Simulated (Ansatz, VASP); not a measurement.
# NaH in VASP and in Ansatz

File INCAR:

```
SYSTEM = NaH
PREC = Accurate ; ENCUT = 1130
EDIFF = 1E-7 ; ISMEAR = 0
SIGMA = 0.1 ; LREAL = .FALSE.
LASPH = .TRUE. ; NELM = 120
ALGO = Normal ; ISIF = 3
LWAVE = .FALSE. ; LCHARG = .FALSE.
GGA = PE ; IBRION = 2
NSW = 90 ; EDIFFG = -0.04
GGA_COMPAT = .FALSE. ; NELMIN = 4
```

KPOINTS

```
Automatic mesh
0
G
  6 6 6
  0 0 0
```

The input POSCAR:

```
NaH
1.0
    2.8088342500      0.0000000000      0.0000000000
   -1.4044171200      2.4325218100      0.0000000000
    0.0000000000      0.0000000000      2.7345897400
Na H
1 1
Direct
    0.3333333300      0.6666666700      0.5000000000
    0.6666666700      0.3333333300      0.0000000000
```

Input for Ansatz:

```yaml
crystal:
  lattice:
    - [2.80883425, 0.0, 0.0]
    - [-1.40441712, 2.43252181, 0.0]
    - [0.0, 0.0, 2.73458974]
  atoms:
    - { symbol: Na, position: [0.33333333, 0.66666667, 0.5] }
    - { symbol: H, position: [0.66666667, 0.33333333, 0.0] }
basis:
  ecutwfc: 420
kpoints:
  mp_grid: { grid: [6, 6, 6] }
hamiltonian:
  xc: pbe
scf:
  occupations: { method: gaussian, width: 0.1 }
  lower_state_search: "off"
output:
  forces: true
  stress: true
  eigenvalues: true
relax:
  adjacent_minimum: "off"
  f_tol: 0.04
  max_steps: 70
  cell: { stress_tol: 0.4 }
```

Alike in both runs: task relaxation of cell and atoms; functional PBE; k mesh 6 × 6 × 6; occupations gaussian, width 0.1 eV; no spin polarisation.

|  | VASP | Ansatz |
| --- | --- | --- |
| version | VASP 6.6.1 | Ansatz 0.2.0 |
| potentials or method | VASP PAW PBE potentials, release 64 (Na_sv, H), cutoff 1130 eV | scalar-relativistic, plane waves, PAW |
| valence electrons in the cell | 10 | 10 |

VASP gave:

| Item | Value |
| --- | --- |
| gap on the k mesh at the Fermi level, each at its own relaxed structure (eV) | 2.32 |
| relaxed volume (Å³/atom) | 14.22 |
| relaxed length of the cell vector where the two differ most in proportion (Å) | 3.015 |

**Question.** Estimate Ansatz's values.

**Answer.** gap on the k mesh at the Fermi level, each at its own relaxed structure (eV): 2.31; relaxed volume (Å³/atom): 14.34; relaxed length of the cell vector where the two differ most in proportion (Å): 3.025.

The k mesh is coarse, so the values compare programs but aren't converged. Noted on VASP's run: the volume moved by over 15 % at a fixed basis, so the end points are rough.
